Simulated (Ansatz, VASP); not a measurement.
# SrTiO3 in VASP and in Ansatz

POSCAR

```
SrTiO3
1.0
    3.8492788677      0.0000000000      0.0000000000
    0.0000000000      3.8492788677      0.0000000000
    0.0000000000      0.0000000000      3.9432065170
Sr Ti O
1 1 3
Direct
    0.0000000000      0.0000000000      0.0000000000
    0.5000000000      0.5000000000      0.5000000000
    0.0000000000      0.5000000000      0.5000000000
    0.5000000000      0.0000000000      0.5000000000
    0.5000000000      0.5000000000      0.0000000000
```

The input INCAR.step1:

```
SYSTEM = SrTiO3
PREC     = Accurate       ! precision mode
ENCUT    = 520            ! plane-wave cutoff, eV
ISMEAR   = 0              ! smearing method
SIGMA    = 0.02           ! smearing width, eV
LREAL    = .FALSE.        ! projectors in reciprocal space
LASPH    = .TRUE.         ! aspherical terms in the spheres
NELM     = 80             ! most SCF steps
NBANDS   = 28             ! bands
GGA      = PE             ! functional
ALGO     = Normal         ! electronic algorithm
EDIFF    = 1E-4           ! SCF threshold, eV
LWAVE    = .TRUE.         ! write WAVECAR
LCHARG   = .FALSE.        ! write CHGCAR
```

INCAR.step2

```
SYSTEM = SrTiO3
PREC     = Accurate       ! precision mode
ENCUT    = 520            ! plane-wave cutoff, eV
EDIFF    = 1E-7           ! SCF threshold, eV
ISMEAR   = 0              ! smearing method
SIGMA    = 0.02           ! smearing width, eV
LREAL    = .FALSE.        ! projectors in reciprocal space
LASPH    = .TRUE.         ! aspherical terms in the spheres
NELM     = 80             ! most SCF steps
ALGO     = Normal         ! electronic algorithm
ISIF     = 2              ! what is computed and relaxed
LWAVE    = .FALSE.        ! write WAVECAR
LCHARG   = .FALSE.        ! write CHGCAR
METAGGA  = R2SCAN         ! meta-GGA
LMIXTAU  = .TRUE.       
NBANDS   = 28             ! bands
ISTART   = 1
```

Contents of KPOINTS:

```
Automatic mesh
0
G
  7 7 7
  0 0 0
```

Input for Ansatz:

```yaml
crystal:
  lattice:
    - [3.8492788677, 0.0, 0.0]
    - [0.0, 3.8492788677, 0.0]
    - [0.0, 0.0, 3.943206517]
  atoms:
    - { symbol: Sr, position: [0.0, 0.0, 0.0] }
    - { symbol: Ti, position: [0.5, 0.5, 0.5] }
    - { symbol: O, position: [0.0, 0.5, 0.5] }
    - { symbol: O, position: [0.5, 0.0, 0.5] }
    - { symbol: O, position: [0.5, 0.5, 0.0] }
basis:
  ecutwfc: 500
kpoints:
  mp_grid: { grid: [7, 7, 7] }
  band_path: { path: [VBM, CBM], npoints: 2 }
hamiltonian:
  xc: r2scan
scf:
  occupations: { method: gaussian, width: 0.02 }
output:
  forces: true
  stress: true
  eigenvalues: true
```

Change from the starting cell: band edges of the strained film's bulk.

Alike in both runs: task single point; functional r2SCAN; k mesh 7 × 7 × 7; occupations gaussian, width 0.02 eV; no spin polarisation.

|  | VASP | Ansatz |
| --- | --- | --- |
| version | VASP 6.6.1 | Ansatz 0.2.0 |
| potentials or method | VASP PAW PBE potentials, release 64 (Sr_sv, Ti_sv, O), cutoff 520 eV | scalar-relativistic, plane waves, PAW |
| valence electrons in the cell | 40 | 40 |

Ansatz gave:

| Property | Result |
| --- | --- |
| gap on the k mesh at the Fermi level (eV) | 2.36 |
| least direct gap on the mesh (eV) | 2.64 |
| pressure (GPa) | 4.2 |
| traceless stress, the component that is largest in VASP (GPa) | -4.18 |

Problem. Estimate VASP's values.

Solution. gap on the k mesh at the Fermi level (eV): 2.37; least direct gap on the mesh (eV): 2.67; pressure (GPa): 5.2; traceless stress, the component that is largest in VASP (GPa): -4.26.

VASP's potentials were made for PBE, not for r2SCAN.
